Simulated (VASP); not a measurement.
# Ti (Fm-3m) in VASP: settings compared, part 2 of 2

VASP 6.6.1. Earlier steps stand in the parts before.

## (5) Relaxation of cell and atoms, PBE+D4

File INCAR:

```
ALGO = Normal ; EDIFF = 1E-7
EDIFFG = -0.01 ; ENCUT = 600
GGA = PE ; IBRION = 2
ISIF = 3 ; ISMEAR = -1
IVDW = 13 ; LASPH = True
LCHARG = False ; LREAL = False
LWAVE = False ; NELM = 100
NSW = 60 ; PREC = Accurate
SIGMA = 0.05
```

File KPOINTS:

```
k-points
0
Gamma
  11 11 11
```

File POSCAR:

```
Ti
1.0
    0.0000000000      2.0300000000      2.0300000000
    2.0300000000      0.0000000000      2.0300000000
    2.0300000000      2.0300000000      0.0000000000
Ti
1
Direct
    0.0000000000      0.0000000000      0.0000000000
```

Potentials or basis: VASP PAW PBE potentials, release 64 (Ti_sv).

Run with:

```bash
$ cat potpaw_PBE.64/Ti_sv/POTCAR > POTCAR
$ mpirun -np 1 vasp_std > vasp.out
```

OUTCAR:

```text
EDIFF = 1E-7
   EDIFFG = -0.01
   ENCUT = 600
   GGA = PE
   IBRION = 2
   ISIF = 3
   ISMEAR = -1
   IVDW = 13
   LASPH = True
   LREAL = False
   NELM = 100
   NSW = 60
   PREC = Accurate

 ion  position               nearest neighbor table
   1  0.000  0.000  0.000-

  LATTYP: Found a face centered cubic cell.
 ALAT       =     4.0600000000

  Lattice vectors:

 A1 = (   0.0000000000,   2.0300000000,   2.0300000000)
 A2 = (   2.0300000000,   0.0000000000,   2.0300000000)
 A3 = (   2.0300000000,   2.0300000000,   0.0000000000)

Analysis of symmetry for initial positions (statically):
=====================================================================
 Subroutine PRICEL returns:
 Original cell was already a primitive cell.

 Routine SETGRP: Setting up the symmetry group for a
 face centered cubic supercell.

 Subroutine GETGRP returns: Found 48 space group operations
 (whereof 48 operations were pure point group operations)
 out of a pool of 48 trial point group operations.

The static configuration has the point symmetry O_h .

Analysis of symmetry for dynamics (positions and initial velocities):
=====================================================================
 Subroutine PRICEL returns:
 Original cell was already a primitive cell.

 Routine SETGRP: Setting up the symmetry group for a
 face centered cubic supercell.

 Subroutine GETGRP returns: Found 48 space group operations
 (whereof 48 operations were pure point group operations)
 out of a pool of 48 trial point group operations.

The dynamic configuration has the point symmetry O_h .

 Subroutine INISYM returns: Found 48 space group operations
 (whereof 48 operations are pure point group operations),
 and found     1 'primitive' translations

----------------------------------------------------------------------------------------

                                     Primitive cell

  volume of cell :      16.7309

  direct lattice vectors                    reciprocal lattice vectors
     0.000000000  2.030000000  2.030000000    -0.246305419  0.246305419  0.246305419
     2.030000000  0.000000000  2.030000000     0.246305419 -0.246305419  0.246305419
     2.030000000  2.030000000  0.000000000     0.246305419  0.246305419 -0.246305419
[... 97 lines left out ...]
   ISMEAR =    -1;   SIGMA  =   0.05  broadening in eV -4-tet -1-fermi 0-gaus
   EFERMI_NEDOS =   21; number of points for ismear=-14 and -15
   IALGO  =     38    algorithm
   IMIX   =      4    mixing-type and parameters
     AMIX     =   0.40;   BMIX     =  1.00
     AMIX_MAG =   1.60;   BMIX_MAG =  1.00
  volume/ion in A,a.u.               =      16.73       112.91
  Fermi-wavevector in a.u.,A,eV,Ry     =   1.465421  2.769245 29.217967  2.147460
  Thomas-Fermi vector in A             =   2.581280
   LORBIT       =      0    0 simple, 1 ext, 2 COOP (PROOUT), +10 PAW based schemes
   GGA     = PE    functional components
   LHFCALC =     F    Hartree Fock is set to
   AEXX    =    0.0000 exact exchange contribution
   IVDW    =    13    specifies the selected vdW correction
   LEPSILON=     F    determine dielectric tensor
   LRPA    =     F    only Hartree local field effects (RPA)
 conjugate gradient relaxation of ions
 non-spin polarized calculation
  energy-cutoff  :      600.00
  volume of cell :       16.73
 maximum number of plane-waves:       568
   NGX = 11   NGY = 11   NGZ = 11

--------------------------------------- Ionic step        1  -------------------------------------------

 number of electron      12.0000002 magnetization

 Free energy of the ion-electron system (eV)
  ---------------------------------------------------
  ext. energy  EPLUGINS =         0.00000000
  ---------------------------------------------------
  free energy    TOTEN  =        -7.77995073 eV

  energy without entropy =       -7.76874444  energy(sigma->0) =       -7.77434759

------------------------ aborting loop because EDIFF is reached ----------------------------------------

  DFT-D4 for vdW energy calculation

  Edisp (eV):   -0.20933
[... 69 lines left out ...]
--------------------------------------- Ionic step        3  -------------------------------------------

 number of electron      12.0000003 magnetization

 Free energy of the ion-electron system (eV)
  ---------------------------------------------------
  ext. energy  EPLUGINS =         0.00000000
  ---------------------------------------------------
  free energy    TOTEN  =        -7.78503096 eV

  energy without entropy =       -7.77313089  energy(sigma->0) =       -7.77908092

 E-fermi :   8.4412     XC(G=0): -11.5944

 val. band max:        8.4140059891   @ k =   0.1818   0.1818   0.0000
 cond. band min:       8.4647779945   @ k =   0.2727   0.0000   0.0000
 fundamental gap:      0.0507720054
 Fermi energy:         8.4412033533

 k-point     1 :       0.0000    0.0000    0.0000
  band No.  band energies     occupation
      1     -48.2216      2.00000
      2     -24.0575      2.00000
      3     -24.0575      2.00000
      4     -24.0575      2.00000
      5       2.2968      2.00000
      6       9.3372      0.00000
      7       9.3372      0.00000
      8       9.3372      0.00000
      9      11.0156      0.00000
     10      11.0156      0.00000
[... 287 lines left out ...]
 k-point    24 :      -0.1818    0.1818    0.0000
  band No.  band energies     occupation
      1     -48.1338      2.00000
      2     -24.4531      2.00000
      3     -24.2200      2.00000
      4     -24.1030      2.00000
      5       4.8023      2.00000
      6       8.2527      1.95497
      7       9.2538      0.00000
      8      10.2304      0.00000
      9      10.2429      0.00000
     10      11.9907      0.00000

 [... further k-points ...]

------------------------ aborting loop because EDIFF is reached ----------------------------------------

  DFT-D4 for vdW energy calculation

  Edisp (eV):   -0.20588
[... 24 lines left out ...]
  FREE ENERGIE OF THE ION-ELECTRON SYSTEM (eV)
  ---------------------------------------------------
  free  energy   TOTEN  =        -7.9909135039 eV

  energy  without entropy=       -7.9790134337  energy(sigma->0) =       -7.98496347

 reached required accuracy - stopping structural energy minimisation
```

OSZICAR:

```text
N       E                     dE             d eps       ncg     rms          rms(c)
DAV:   1     0.838713617466E+02    0.83871E+02   -0.75744E+03  1120   0.162E+03
DAV:   2    -0.414360665186E+01   -0.88015E+02   -0.86643E+02  1162   0.337E+02
DAV:   3    -0.859002207347E+01   -0.44464E+01   -0.44020E+01  1518   0.767E+01
[... 28 lines left out ...]
DAV:   4    -0.778453307151E+01   -0.54854E-03   -0.12776E-03  1424   0.210E-01    0.588E-02
DAV:   5    -0.778499637939E+01   -0.46331E-03   -0.10121E-03  1628   0.162E-01    0.402E-02
DAV:   6    -0.778502326429E+01   -0.26885E-04   -0.38472E-05  1180   0.689E-02    0.123E-02
DAV:   7    -0.778503010505E+01   -0.68408E-05   -0.10964E-05  1500   0.316E-02    0.135E-03
DAV:   8    -0.778503091136E+01   -0.80632E-06   -0.18160E-06  1348   0.102E-02    0.505E-04
DAV:   9    -0.778503095690E+01   -0.45534E-07   -0.97407E-08   828   0.265E-03
   3 F= -.79909135E+01 E0= -.79849635E+01  d E =-.163249E-02
```

CONTCAR:

```text
Ti
   1.00000000000000
     0.0000000000000000    2.0413712107306758    2.0413712107306758
     2.0413712107306758    0.0000000000000000    2.0413712107306758
     2.0413712107306758    2.0413712107306758   -0.0000000000000000
  Ti
     1
Direct
     0.0000000000000000    0.0000000000000000    0.0000000000000000

  0.00000000E+00  0.00000000E+00  0.00000000E+00
```

Wall time 48 s (1 thread of AMD EPYC 7R43 (Zen 3), shared host); peak memory 0.12 GiB.

What came out:

* Free energy: -7.9909 eV
* Relaxed volume: 17.01 Å³/atom
* Relaxed cell: a = 2.887 Å, b = 2.887 Å, c = 2.887 Å, α = 60.00°, β = 60.00°, γ = 60.00°
* Space group after relaxing (to 0.05 Å): Fm-3m (No. 225)
* Energy gained by relaxing: 1.6 meV/atom
* Ionic steps: 3
* Pressure after relaxing: 0.0 GPa
* Band gap on the k mesh: zero (band 6 reaches 9.34 eV, above the bottom of band 7 at 8.16 eV)
* Dispersion energy per atom: -0.206 eV

Step by step:
```
step  energy change (eV)  largest force (eV/Å)  pressure (GPa)  volume (Å³)
   1              0.0000                0.0000            1.87        16.73
   2             -0.0009                0.0000           -1.18        17.21
   3             -0.0016                0.0000           -0.01        17.01
```

Final structure:
```
CELL_PARAMETERS angstrom
0.00000 2.04137 2.04137
2.04137 0.00000 2.04137
2.04137 2.04137 0.00000
ATOMIC_POSITIONS crystal
Ti 0.00000 0.00000 0.00000
```

Levels at points of the mesh, in eV from the Fermi level:
```
           k point  band 2  band 3  band 4  band 5  band 6  band 7  band 8  band 9  band 10
(0.00, 0.00, 0.00)  -32.50  -32.50  -32.50   -6.14    0.90    0.90    0.90    2.57     2.57
```

Caveat: pairwise dispersion overbinds metals, which lowers pressure and volume. Zero-point motion and thermal expansion aren't in these numbers.

## (6) Overview

| task | level | cell | cutoff (eV) | smearing | gap on the mesh (eV) | pressure (GPa) | relaxed volume (Å³/atom) |
| --- | --- | --- | --- | --- | --- | --- | --- |
| single point | PBE | as given | 500 | gaussian 0.024 eV | none | 3.5 | - |
| single point | PBE | as given | 500 | gaussian 0.026 eV | none | 3.5 | - |
| relaxation of cell and atoms | PBE+D3(BJ) | relaxed | 600 | fermi-dirac 0.05 eV | none | 0.0 | 16.37 |
| relaxation of cell and atoms | PBE+D4 | relaxed | 600 | fermi-dirac 0.05 eV | none | 0.0 | 17.01 |

Alike in all rows: potentials or basis VASP PAW PBE potentials, release 64 (Ti_sv); no spin polarisation; k mesh 11 × 11 × 11.

Caveats: pairwise dispersion overbinds metals, which lowers pressure and volume (some runs).

Absolute energies hang on the potentials; compare differences alone.
